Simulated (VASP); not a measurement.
A run of VASP 6.6.1:

File INCAR:

```
PREC = Accurate ; ENCUT = 520
EDIFF = 1E-6 ; ISMEAR = 0
SIGMA = 0.1 ; LREAL = False
LASPH = True ; NELM = 60
ALGO = Normal ; ISIF = 2
LWAVE = False ; LCHARG = False
GGA = PE ; NBANDS = 40
```

Contents of KPOINTS:

```
Automatic mesh
0
Gamma
  4 4 4
```

File POSCAR:

```
CaGaC4N4
1.0
    7.9402283278      0.0000000000      0.0000000000
    0.0000000000      7.9402283278      0.0000000000
    0.0000000000      0.0000000000      3.8985973204
Ca Ga C N
1 1 4 4
Direct
    0.0000000000      0.0000000000      0.0000000000
    0.5000000000      0.5000000000      0.0000000000
    0.2220209949      0.7779790051      0.0000000000
    0.7779790051      0.2220209949      0.0000000000
    0.2220209949      0.2220209949      0.0000000000
    0.7779790051      0.7779790051      0.0000000000
    0.3263836829      0.6736163171      0.0000000000
    0.6736163171      0.3263836829      0.0000000000
    0.3263836829      0.3263836829      0.0000000000
    0.6736163171      0.6736163171      0.0000000000
```

Potentials or basis: VASP PAW PBE potentials, release 64 (Ca_sv, Ga_d, C, N).

The run is started by

```console
$ cat potpaw_PBE.64/Ca_sv/POTCAR potpaw_PBE.64/Ga_d/POTCAR potpaw_PBE.64/C/POTCAR potpaw_PBE.64/N/POTCAR > POTCAR
$ mpirun -np 1 vasp_std > vasp.out
```

Hardware: 1 thread of Intel(R) Xeon(R) 6975P-C (Granite Rapids), with other jobs on the host.

Task: How long does it take, and how much memory?

Result: It took 110 s on 1 thread of Intel(R) Xeon(R) 6975P-C (Granite Rapids) (shared host), peak memory 0.42 GiB. Counts: scf iterations 15, k points 18.
